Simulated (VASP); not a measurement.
# Tc12Au in VASP: single point with PBE+D3(BJ)

Aim: the single point of Tc12Au with PBE+D3(BJ).

Everything below comes from runs of VASP 6.6.1. Logs are shortened: lines on timing, memory, paths and dates and some standing lists are left out, and cuts for length are marked.

## (1) The cell of the first run

The cell holds a slab with vacuum, 13 atoms: a = 5.480 Å, b = 5.480 Å, c = 15.395 Å, α = 90.00°, β = 90.00°, γ = 60.00°.

## (2) Single point, PBE+D3(BJ)

File INCAR:

```
  PREC = Accurate
  ENCUT = 520
  EDIFF = 1E-6
  ISMEAR = -1
  SIGMA = 0.05
  LREAL = False
  LASPH = True
  NELM = 60
  ALGO = Normal
  ISIF = 2
  LWAVE = False
  LCHARG = False
  GGA = PE
  IVDW = 12
  NBANDS = 96
```

File KPOINTS:

```
regular mesh
0
Gamma
  4 4 1
```

File POSCAR:

```
Tc12Au
1.0
    5.4800000000      0.0000000000      0.0000000000
    2.7400000000      4.7458190000      0.0000000000
    0.0000000000      0.0000000000     15.3949600000
Tc Au
12 1
Direct
    0.0000000000      0.0000000000      0.0649563000
    0.5000000000      0.0000000000      0.0649563000
    0.0000000000      0.5000000000      0.0649563000
    0.5000000000      0.5000000000      0.0649563000
   -0.1666721826      0.3333475301      0.1977574320
    0.3331462787      0.3337077392      0.2027928063
   -0.1662864911      0.8331455089      0.2027916192
    0.3331403852      0.8331446139      0.2027913928
   -0.0015036122      0.0029993015      0.3400677181
    0.5000145589     -0.0000394459      0.3383853371
   -0.0014585211      0.4985019375      0.3400749033
    0.5029617218      0.4984954115      0.3400738461
    0.1666183735      0.6667917077      0.4845202053
```

Potentials or basis: VASP PAW PBE potentials, release 64 (Tc_pv, Au).

Run with:

```console
$ cat potpaw_PBE.64/Tc_pv/POTCAR potpaw_PBE.64/Au/POTCAR > POTCAR
$ mpirun -np 1 vasp_std > vasp.out
```

OUTCAR:

```text
PREC = Accurate
   ENCUT = 520
   EDIFF = 1E-6
   ISMEAR = -1
   LREAL = False
   LASPH = True
   NELM = 60
   ISIF = 2
   GGA = PE
   IVDW = 12
 IVDW          = 12

 ion  position               nearest neighbor table
   1  0.000  0.000  0.065-   5 2.59   8 2.65   7 2.65   3 2.74   3 2.74   4 2.74   4 2.74   2 2.74
                             2 2.74
   2  0.500  0.000  0.065-   6 2.65   7 2.65   8 2.65   4 2.74   3 2.74   4 2.74   3 2.74   1 2.74
                             1 2.74
   3  0.000  0.500  0.065-   5 2.59   7 2.65   6 2.65   1 2.74   1 2.74   2 2.74   2 2.74   4 2.74
                             4 2.74
   4  0.500  0.500  0.065-   5 2.59   8 2.65   6 2.65   2 2.74   1 2.74   2 2.74   1 2.74   3 2.74
                             3 2.74
   5  0.833  0.333  0.198-   3 2.59   4 2.59   1 2.59   9 2.69  12 2.69  11 2.69   7 2.74   8 2.74
                             6 2.74   6 2.74   8 2.74   7 2.74
   6  0.333  0.334  0.203-  10 2.62  12 2.64  11 2.64   4 2.65   3 2.65   2 2.65   8 2.74   7 2.74
                             5 2.74   5 2.74   7 2.74   8 2.74
   7  0.834  0.833  0.203-  10 2.62   9 2.64  11 2.64   1 2.65   3 2.65   2 2.65   8 2.74   6 2.74
                             5 2.74   5 2.74   6 2.74   8 2.74
   8  0.333  0.833  0.203-  10 2.62   9 2.64  12 2.64   1 2.65   4 2.65   2 2.65   7 2.74   6 2.74
                             5 2.74   5 2.74   6 2.74   7 2.74
   9  0.998  0.003  0.340-   7 2.64   8 2.64   5 2.69  12 2.72  11 2.72  13 2.74  10 2.74  10 2.74
                            11 2.76  12 2.76
  10  0.500  1.000  0.338-   8 2.62   7 2.62   6 2.62  12 2.74  11 2.74   9 2.74   9 2.74  11 2.74
                            12 2.74
  11  0.999  0.499  0.340-   6 2.64   7 2.64   5 2.69   9 2.72  12 2.72  13 2.74  10 2.74  10 2.74
                            12 2.76   9 2.76
  12  0.503  0.498  0.340-   6 2.64   8 2.64   5 2.69   9 2.72  11 2.72  13 2.74  10 2.74  10 2.74
                            11 2.76   9 2.76
  13  0.167  0.667  0.485-   9 2.74  12 2.74  11 2.74

  LATTYP: Found a hexagonal cell.
 ALAT       =     5.4799998158
 C/A-ratio  =     2.8092993645

  Lattice vectors:

 A1 = (  -2.7400000000,  -4.7458190000,   0.0000000000)
 A2 = (   5.4800000000,   0.0000000000,   0.0000000000)
 A3 = (   0.0000000000,   0.0000000000,  15.3949600000)

Analysis of symmetry for initial positions (statically):
=====================================================================
 Subroutine PRICEL returns:
 Original cell was already a primitive cell.

 Routine SETGRP: Setting up the symmetry group for a
 hexagonal supercell.

 Subroutine GETGRP returns: Found  1 space group operations
 (whereof  1 operations were pure point group operations)
 out of a pool of 24 trial point group operations.

The static configuration has the point symmetry C_1 .

[... 138 lines left out ...]
     AMIX     =   0.40;   BMIX     =  1.00
     AMIX_MAG =   1.60;   BMIX_MAG =  1.00
  volume/ion in A,a.u.               =      30.80       207.84
  Fermi-wavevector in a.u.,A,eV,Ry     =   1.223180  2.311474 20.356605  1.496168
  Thomas-Fermi vector in A             =   2.358300
   LORBIT       =      0    0 simple, 1 ext, 2 COOP (PROOUT), +10 PAW based schemes
   GGA     = PE    functional components
   LHFCALC =     F    Hartree Fock is set to
   AEXX    =    0.0000 exact exchange contribution
   IVDW    =    12    specifies the selected vdW correction
   LEPSILON=     F    determine dielectric tensor
   LRPA    =     F    only Hartree local field effects (RPA)
 non-spin polarized calculation
  energy-cutoff  :      520.00
  volume of cell :      400.38
 maximum number of plane-waves:     10804
 NGX is ok and might be reduce to    42
   NGX = 21   NGY = 21   NGZ = 57

 number of electron     167.0000034 magnetization

 Free energy of the ion-electron system (eV)
  ---------------------------------------------------
  ext. energy  EPLUGINS =         0.00000000
  ---------------------------------------------------
  free energy    TOTEN  =      -119.50189620 eV

  energy without entropy =     -119.37943270  energy(sigma->0) =     -119.44066445

 E-fermi :   3.5960     XC(G=0):  -7.7815

 val. band max:        3.5632406370   @ k =  -0.2500   0.2500   0.0000
 cond. band min:       3.6312166237   @ k =   0.5000   0.2500   0.0000
 fundamental gap:      0.0679759866
 Fermi energy:         3.5960251723

 k-point     1 :       0.0000    0.0000    0.0000
  band No.  band energies     occupation
      1     -35.9459      2.00000
      2     -35.9235      2.00000
      3     -35.9099      2.00000
      4     -35.9099      2.00000
      5     -35.8948      2.00000
      6     -35.8655      2.00000
[... 969 lines left out ...]
     94       5.1421      0.00000
     95       5.2500      0.00000
 [bands above 95 left out]

------------------------ aborting loop because EDIFF is reached ----------------------------------------

 Edisp (eV)   -5.64930

 E8    (eV) :    -2.7186

  FORCE on cell =-STRESS in cart. coord.  units (eV):
  Direction    XX          YY          ZZ          XY          YZ          ZX
  --------------------------------------------------------------------------------------
  -------------------------------------------------------------------------------------
  Total     -12.52097   -12.52121    -1.18003     0.00004     0.00041     0.00027
  in kB     -50.10466   -50.10565    -4.72208     0.00017     0.00165     0.00108
  external pressure =      -34.98 kB  Pullay stress =        0.00 kB

 VOLUME and BASIS-vectors are now :
 -----------------------------------------------------------------------------
  energy-cutoff  :      520.00
  volume of cell :      400.38
      direct lattice vectors                 reciprocal lattice vectors
     5.480000000  0.000000000  0.000000000     0.182481752 -0.105355893  0.000000000
     2.740000000  4.745819000  0.000000000     0.000000000  0.210711787  0.000000000
     0.000000000  0.000000000 15.394960000     0.000000000  0.000000000  0.064956323

 POSITION                                       TOTAL-FORCE (eV/Angst)
 -----------------------------------------------------------------------------------
      0.00000      0.00000      1.00000         0.000016     -0.070083     -0.003579
      2.74000      0.00000      1.00000        -0.000066     -0.000208      0.158313
      1.37000      2.37291      1.00000         0.060788      0.035046     -0.003816
      4.11000      2.37291      1.00000        -0.060790      0.035062     -0.003763
      5.48001      1.58201      3.04447        -0.000043     -0.000057      0.002614
      2.74000      1.58372      3.12199         0.000019      0.001174      0.002300
      6.85157      3.95396      3.12197         0.000943     -0.000658      0.002417
      4.10843      3.95395      3.12197        -0.000932     -0.000665      0.002474
      5.47998      0.01423      5.23533         0.000093     -0.000959     -0.037576
      5.47997      4.74563      5.20943        -0.000006      0.000231     -0.034145
      6.83790      2.36580      5.23544         0.000570      0.000695     -0.037571
      4.12211      2.36577      5.23542        -0.000547      0.000783     -0.037602
      2.74008      3.16447      7.45917        -0.000044     -0.000361     -0.010066
 -----------------------------------------------------------------------------------
    total drift:                                0.000021     -0.000014     -0.000406

  FREE ENERGIE OF THE ION-ELECTRON SYSTEM (eV)
  ---------------------------------------------------
  free  energy   TOTEN  =      -125.1511913782 eV

  energy  without entropy=     -125.0287278740  energy(sigma->0) =     -125.08995963
```

OSZICAR:

```text
N       E                     dE             d eps       ncg     rms          rms(c)
DAV:   1     0.217209124042E+04    0.21721E+04   -0.99086E+04  2344   0.163E+03
DAV:   2    -0.220206205476E+02   -0.21941E+04   -0.21478E+04  2024   0.470E+02
DAV:   3    -0.125973345914E+03   -0.10395E+03   -0.99906E+02  2800   0.991E+01
[... 19 lines left out ...]
DAV:  23    -0.119501885522E+03   -0.66433E-04   -0.38115E-05  2088   0.277E-02    0.111E-02
DAV:  24    -0.119501890940E+03   -0.54179E-05   -0.11686E-05  2104   0.190E-02    0.451E-03
DAV:  25    -0.119501894241E+03   -0.33009E-05   -0.35197E-06  1552   0.940E-03    0.226E-03
DAV:  26    -0.119501895875E+03   -0.16334E-05   -0.10407E-06  1352   0.491E-03    0.190E-03
DAV:  27    -0.119501896201E+03   -0.32599E-06   -0.28297E-07  1208   0.344E-03
   1 F= -.12515119E+03 E0= -.12508996E+03  d E =-.122464E+00
```

It took 14 min on 1 thread of AMD EPYC 7R13 (Zen 3), shared host; peak memory 0.58 GiB.

What came out:

| Quantity | Value |
| --- | --- |
| Free energy | -125.1512 eV |
| Largest force | 0.158 eV/Å |
| Band gap on the k mesh | zero (an odd number of electrons rules out a gap without spin polarisation) |
| Dispersion energy per atom | -0.435 eV |

Forces on the atoms (eV/Å):
```
Tc   0.000 -0.070 -0.004
Tc   0.000  0.000  0.158
Tc   0.061  0.035 -0.004
Tc  -0.061  0.035 -0.004
Tc   0.000  0.000  0.003
Tc   0.000  0.001  0.002
Tc   0.001 -0.001  0.002
Tc  -0.001 -0.001  0.002
Tc   0.000 -0.001 -0.038
Tc   0.000  0.000 -0.034
Tc   0.001  0.001 -0.038
Tc  -0.001  0.001 -0.038
Au   0.000  0.000 -0.010
```

Caveat: there is no dipole correction, which matters where the two faces differ; spin-orbit coupling is left out, which moves the levels of the heavy elements.

The gap in the log of VASP goes by the Fermi energy; the results here count the filled bands.